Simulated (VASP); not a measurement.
# Zr2OF2 (I4/mmm) in VASP: single point with PBE

Aim: the single point of Zr2OF2 with PBE.

Everything below comes from runs of VASP 6.6.1. Logs are shortened: lines on timing, memory, paths and dates and some standing lists are left out, and cuts for length are marked.

### Step 1. The cell of the first run

The structure is tetragonal, space group I4/mmm (No. 139). The conventional cell has a = 3.815 Å, b = 3.815 Å, c = 9.486 Å, α = 90.00°, β = 90.00°, γ = 90.00°. Zr (site symmetry 4mm) has 1 Zr at 2.23 Å and 4 F at 2.29 Å and 4 O at 2.92 Å within 3.0 Å. Within 3.9 Å of O (site symmetry 4/mmm) lie 10 Zr at 2.92 to 3.63 Å and 8 F at 3.04 Å and 4 O at 3.82 Å. F (site symmetry -4m2) has 4 Zr at 2.29 Å and 4 F at 2.70 Å and 4 O at 3.04 Å within 3.1 Å.

The cell was built from a structure type or drawn by symmetry, and may not be a known phase.

### Step 2. Single point, PBE

INCAR

```
PREC = Accurate ; ENCUT = 520
EDIFF = 1E-6 ; ISMEAR = 0
SIGMA = 0.1 ; LREAL = F
LASPH = T ; NELM = 60
ALGO = Normal ; ISIF = 2
LWAVE = F ; LCHARG = T
GGA = PE ; LELF = T
LVHAR = T ; NBANDS = 30
```

KPOINTS

```
regular mesh
0
Gamma
  6 6 6
```

POSCAR

```
Zr2OF2
1.0
   -1.9077445200      1.9077445200      4.7431098000
    1.9077445200     -1.9077445200      4.7431098000
    1.9077445200      1.9077445200     -4.7431098000
Zr O F
2 1 2
Direct
    0.3825937200      0.3825937200      0.0000000000
    0.6174062800      0.6174062800      0.0000000000
    0.0000000000      0.0000000000      0.0000000000
    0.2500000000      0.7500000000      0.5000000000
    0.7500000000      0.2500000000      0.5000000000
```

Potentials or basis: VASP PAW PBE potentials, release 64 (Zr_sv, O, F).

On the command line:

```bash
$ cat potpaw_PBE.64/Zr_sv/POTCAR potpaw_PBE.64/O/POTCAR potpaw_PBE.64/F/POTCAR > POTCAR
$ mpirun -np 1 vasp_std > vasp.out
```

OUTCAR:

```text
PREC = Accurate
   ENCUT = 520
   EDIFF = 1E-6
   ISMEAR = 0
   LREAL = F
   LASPH = T
   NELM = 60
   ISIF = 2
   GGA = PE

 ion  position               nearest neighbor table
   1  0.383  0.383  0.000-   2 2.23   4 2.29   5 2.29   4 2.29   5 2.29   3 2.92   3 2.92   3 2.92
                             3 2.92   2 3.69   2 3.69   2 3.69   2 3.69
   2  0.617  0.617  0.000-   1 2.23   5 2.29   4 2.29   4 2.29   5 2.29   3 2.92   3 2.92   3 2.92
                             3 2.92   1 3.69   1 3.69   1 3.69   1 3.69
   3  0.000  0.000  0.000-   2 2.92   2 2.92   2 2.92   1 2.92   2 2.92   1 2.92   1 2.92   1 2.92

   4  0.250  0.750  0.500-   1 2.29   2 2.29   1 2.29   2 2.29
   5  0.750  0.250  0.500-   1 2.29   2 2.29   1 2.29   2 2.29

  LATTYP: Found a body centered tetragonal cell.
 ALAT       =     3.8154890400
 C/A-ratio  =     2.4862395097

  Lattice vectors:

 A1 = (  -1.9077445200,   1.9077445200,   4.7431098000)
 A2 = (   1.9077445200,  -1.9077445200,   4.7431098000)
 A3 = (   1.9077445200,   1.9077445200,  -4.7431098000)

Analysis of symmetry for initial positions (statically):
=====================================================================
 Subroutine PRICEL returns:
 Original cell was already a primitive cell.

 Routine SETGRP: Setting up the symmetry group for a
 body centered tetragonal supercell.

 Subroutine GETGRP returns: Found 16 space group operations
 (whereof 16 operations were pure point group operations)
 out of a pool of 16 trial point group operations.

The static configuration has the point symmetry D_4h.

Analysis of symmetry for dynamics (positions and initial velocities):
=====================================================================
 Subroutine PRICEL returns:
 Original cell was already a primitive cell.

 Routine SETGRP: Setting up the symmetry group for a
 body centered tetragonal supercell.

 Subroutine GETGRP returns: Found 16 space group operations
 (whereof 16 operations were pure point group operations)
 out of a pool of 16 trial point group operations.

The dynamic configuration has the point symmetry D_4h.

 Subroutine INISYM returns: Found 16 space group operations
 (whereof 16 operations are pure point group operations),
 and found     1 'primitive' translations

----------------------------------------------------------------------------------------

                                     Primitive cell

  volume of cell :      69.0500

  direct lattice vectors                    reciprocal lattice vectors
    -1.907744520  1.907744520  4.743109800     0.000000000  0.262089601  0.105416071
     1.907744520 -1.907744520  4.743109800     0.262089601  0.000000000  0.105416071
     1.907744520  1.907744520 -4.743109800     0.262089601  0.262089601  0.000000000

  length of vectors
     5.456745265  5.456745265  5.456745265     0.282495145  0.282495145  0.370650668

  position of ions in fractional coordinates (direct lattice)
     0.382593720  0.382593720  0.000000000
     0.617406280  0.617406280  0.000000000
     0.000000000  0.000000000  0.000000000
     0.250000000  0.750000000  0.500000000
     0.750000000  0.250000000  0.500000000

  ion indices of the primitive-cell ions
   primitive index   ion index
                 1           1
                 2           2
                 3           3
                 4           4
                 5           5

----------------------------------------------------------------------------------------

 KPOINTS: regular mesh

Automatic generation of k-mesh.
 Grid dimensions read from file:
 generate k-points for:    6    6    6

 Generating k-lattice:

  Cartesian coordinates                     Fractional coordinates (reciprocal lattice)
     0.000000000  0.043681600  0.017569345     0.166666667  0.000000000  0.000000000
     0.043681600  0.000000000  0.017569345     0.000000000  0.166666667  0.000000000
     0.043681600  0.043681600  0.000000000     0.000000000  0.000000000  0.166666667

  Length of vectors
     0.047082524  0.047082524  0.061775111

  Shift w.r.t. Gamma in fractional coordinates (k-lattice)
     0.000000000  0.000000000  0.000000000

 Subroutine IBZKPT returns following result:
 ===========================================

 Found     30 irreducible k-points:

 Following reciprocal coordinates:
            Coordinates               Weight
  0.000000  0.000000  0.000000      1.000000
  0.166667 -0.000000  0.000000      8.000000
  0.333333  0.000000  0.000000      8.000000
  0.500000 -0.000000  0.000000      4.000000
  0.166667  0.166667  0.000000      8.000000
  0.333333  0.166667  0.000000     16.000000
[... 16 lines left out ...]
 -0.333333 -0.333333  0.166667      8.000000
 -0.166667 -0.333333  0.166667      8.000000
 [... further k-points ...]
   k-points           NKPTS =     30   k-points in BZ     NKDIM =     30   number of bands    NBANDS=     30
   number of dos      NEDOS =    301   number of ions     NIONS =      5
   total plane-waves  NPLWV =  74088
   dimension x,y,z NGX =    42 NGY =   42 NGZ =   42
   dimension x,y,z NGXF=    84 NGYF=   84 NGZF=   84
   ions per type =               2   1   2
   NGX,Y,Z   is equivalent  to a cutoff of  12.80, 12.80, 12.80 a.u.
   NGXF,Y,Z  is equivalent  to a cutoff of  25.59, 25.59, 25.59 a.u.
 SYSTEM =  unknown system
   PREC   = accura    normal or accurate (medium, high low for compatibility)
   ISTART =      0    job   : 0-new  1-cont  2-samecut
   ICHARG =      2    charge: 1-file 2-atom 10-const
   ISPIN  =      1    spin polarized calculation?
   LNONCOLLINEAR =      F non collinear calculations
   LSORBIT =      F    spin-orbit coupling
   LASPH  =      T    aspherical Exc in radial PAW
   ENCUT  =  520.0 eV  38.22 Ry    6.18 a.u.  10.15 10.15 10.15*2*pi/ulx,y,z
   NELM   =     60;   NELMIN=  2; NELMDL= -5     # of ELM steps
   EDIFF  = 0.1E-05   stopping-criterion for ELM
   LREAL  =      F    real-space projection
   EDIFFG = 0.1E-04   stopping-criterion for IOM
   NSW    =      0    number of steps for IOM
   IBRION =     -1    ionic relax: 0-MD 1-quasi-New 2-CG
   NFREE  =      0    steps in history (QN), initial steepest desc. (CG)
   ISIF   =      2    stress and relaxation
   ISYM   =      2    0-nonsym 1-usesym 2-fastsym
   POTIM  = 0.5000    time-step for ionic-motion
   TEBEG  =    0.0;   TEEND  =   0.0 temperature during run
   PSTRESS=    0.0 pullay stress
   NELECT =      44.0000    total number of electrons
   NUPDOWN=      -1.0000    fix difference up-down
   EMIN   =  10.00;   EMAX   =-10.00  energy-range for DOS
   EFERMI =   0.00;   METHOD = LEGACY
   ISMEAR =     0;   SIGMA  =   0.10  broadening in eV -4-tet -1-fermi 0-gaus
   EFERMI_NEDOS =   21; number of points for ismear=-14 and -15
   IALGO  =     38    algorithm
   IMIX   =      4    mixing-type and parameters
     AMIX     =   0.40;   BMIX     =  1.00
     AMIX_MAG =   1.60;   BMIX_MAG =  1.00
  volume/ion in A,a.u.               =      13.81        93.19
  Fermi-wavevector in a.u.,A,eV,Ry     =   1.408763  2.662176 27.002292  1.984612
  Thomas-Fermi vector in A             =   2.530887
   LORBIT       =      0    0 simple, 1 ext, 2 COOP (PROOUT), +10 PAW based schemes
   GGA     = PE    functional components
   LHFCALC =     F    Hartree Fock is set to
   AEXX    =    0.0000 exact exchange contribution
   IVDW    =     0    specifies the selected vdW correction
   LEPSILON=     F    determine dielectric tensor
   LRPA    =     F    only Hartree local field effects (RPA)
 non-spin polarized calculation
 Gauss-broadening in eV      SIGMA  =   0.10
  energy-cutoff  :      520.00
  volume of cell :       69.05
 maximum number of plane-waves:      1874
 NGX is ok and might be reduce to    42
   NGX = 21   NGY = 21   NGZ = 21

 number of electron      43.9999993 magnetization

 Free energy of the ion-electron system (eV)
  ---------------------------------------------------
  ext. energy  EPLUGINS =         0.00000000
  ---------------------------------------------------
  free energy    TOTEN  =       -32.82186522 eV

  energy without entropy =      -32.77553192  energy(sigma->0) =      -32.79869857

 E-fermi :   8.3909     XC(G=0): -10.9491

 val. band max:        8.3600911973   @ k =   0.1667   0.1667   0.1667
 cond. band min:       8.3910209327   @ k =  -0.3333   0.1667   0.0000
 fundamental gap:      0.0309297354
 Fermi energy:         8.3908997268

 k-point     1 :       0.0000    0.0000    0.0000
  band No.  band energies     occupation
      1     -41.7351      2.00000
      2     -40.8502      2.00000
      3     -21.6019      2.00000
      4     -19.7334      2.00000
      5     -19.7334      2.00000
      6     -19.2269      2.00000
[... 22 lines left out ...]
     29      12.1102      0.00000
     30      14.0065      0.00000

 k-point     2 :       0.1667   -0.0000    0.0000
  band No.  band energies     occupation
      1     -41.7305      2.00000
      2     -40.8519      2.00000
      3     -21.5295      2.00000
      4     -19.8794      2.00000
      5     -19.7404      2.00000
      6     -19.4783      2.00000
[... 22 lines left out ...]
     29      12.0482      0.00000
     30      13.8108      0.00000

 k-point     3 :       0.3333    0.0000    0.0000
  band No.  band energies     occupation
      1     -41.7212      2.00000
      2     -40.8553      2.00000
      3     -21.3481      2.00000
      4     -20.2187      2.00000
      5     -19.7568      2.00000
      6     -19.7532      2.00000
[... 22 lines left out ...]
     29      11.9564      0.00000
     30      13.3389      0.00000

 k-point     4 :       0.5000   -0.0000    0.0000
  band No.  band energies     occupation
      1     -41.7164      2.00000
      2     -40.8570      2.00000
      3     -21.2178      2.00000
      4     -20.4259      2.00000
      5     -19.8520      2.00000
      6     -19.7591      2.00000
[... 22 lines left out ...]
     29      12.8267      0.00000
     30      13.5779      0.00000

 k-point     5 :       0.1667    0.1667    0.0000
  band No.  band energies     occupation
      1     -41.7245      2.00000
      2     -40.8553      2.00000
      3     -21.4133      2.00000
      4     -19.9720      2.00000
      5     -19.9242      2.00000
      6     -19.4690      2.00000
[... 22 lines left out ...]
     29      11.9610      0.00000
     30      13.6553      0.00000
[... 526 lines left out ...]
     29      12.3758      0.00000
     30      12.9475      0.00000

 k-point    22 :      -0.1667    0.5000    0.1667
  band No.  band energies     occupation
      1     -41.7155      2.00000
      2     -40.8623      2.00000
      3     -21.1651      2.00000
      4     -20.3008      2.00000
      5     -19.8273      2.00000
      6     -19.7716      2.00000
[... 22 lines left out ...]
     29      12.0654      0.00000
     30      13.1477      0.00000

 k-point    23 :      -0.3333   -0.3333    0.1667
  band No.  band energies     occupation
      1     -41.7160      2.00000
      2     -40.8658      2.00000
      3     -21.1632      2.00000
      4     -20.0592      2.00000
      5     -19.9892      2.00000
      6     -19.5712      2.00000
[... 22 lines left out ...]
     29      11.9235      0.00000
     30      13.0979      0.00000

 k-point    24 :      -0.1667   -0.3333    0.1667
  band No.  band energies     occupation
      1     -41.7221      2.00000
      2     -40.8623      2.00000
      3     -21.3277      2.00000
      4     -19.9658      2.00000
      5     -19.7694      2.00000
      6     -19.4707      2.00000
[... 22 lines left out ...]
     29      11.9570      0.00000
     30      13.4960      0.00000

 [... further k-points ...]

------------------------ aborting loop because EDIFF is reached ----------------------------------------

  FORCE on cell =-STRESS in cart. coord.  units (eV):
  Direction    XX          YY          ZZ          XY          YZ          ZX
  --------------------------------------------------------------------------------------
  -------------------------------------------------------------------------------------
  Total       -2.6156706     -2.6156706     14.4334784      0.0000000     -0.0000000      0.0000000
  in kB      -60.6918034    -60.6918034    334.9021923      0.0000000     -0.0000000      0.0000000
  external PRESSURE =      71.1728618 kB  Pullay stress =       0.0000000 kB

 VOLUME and BASIS-vectors are now :
 -----------------------------------------------------------------------------
  energy-cutoff  :      520.00
  volume of cell :       69.05
      direct lattice vectors                 reciprocal lattice vectors
    -1.907744520  1.907744520  4.743109800     0.000000000  0.262089601  0.105416071
     1.907744520 -1.907744520  4.743109800     0.262089601  0.000000000  0.105416071
     1.907744520  1.907744520 -4.743109800     0.262089601  0.262089601  0.000000000

 POSITION                                       TOTAL-FORCE (eV/Angst)
 -----------------------------------------------------------------------------------
      0.00000      0.00000      3.62937         0.000000      0.000000     -4.593763
      0.00000      0.00000      5.85685         0.000000      0.000000      4.593763
      0.00000      0.00000      0.00000        -0.000000     -0.000000     -0.000000
      1.90774     -0.00000      2.37155        -0.000000     -0.000000     -0.000000
     -0.00000      1.90774      2.37155        -0.000000     -0.000000     -0.000000
 -----------------------------------------------------------------------------------
    total drift:                               -0.000000     -0.000000      0.000000

  FREE ENERGIE OF THE ION-ELECTRON SYSTEM (eV)
  ---------------------------------------------------
  free  energy   TOTEN  =       -32.8218652188 eV

  energy  without entropy=      -32.7755319177  energy(sigma->0) =      -32.79869857
```

It took 90 s on 1 thread of Intel Xeon Platinum 8375C at 2.90GHz (Ice Lake), shared host; peak memory 0.28 GiB.

Results:

- Free energy: -32.8219 eV
- Pressure: 7.1 GPa
- Largest force: 4.594 eV/Å
- Band gap on the k mesh: zero (bands 22 and 23 overlap by 0.23 eV)

Forces in eV/Å, atoms in the order of the input:
```
Zr   0.000  0.000 -4.594
Zr   0.000  0.000  4.594
O    0.000  0.000  0.000
F    0.000  0.000  0.000
F    0.000  0.000  0.000
```

Caveat: the cell stands under pressure; forces of over 1 eV/Å act on the atoms, so gaps and moduli don't describe the material at rest.
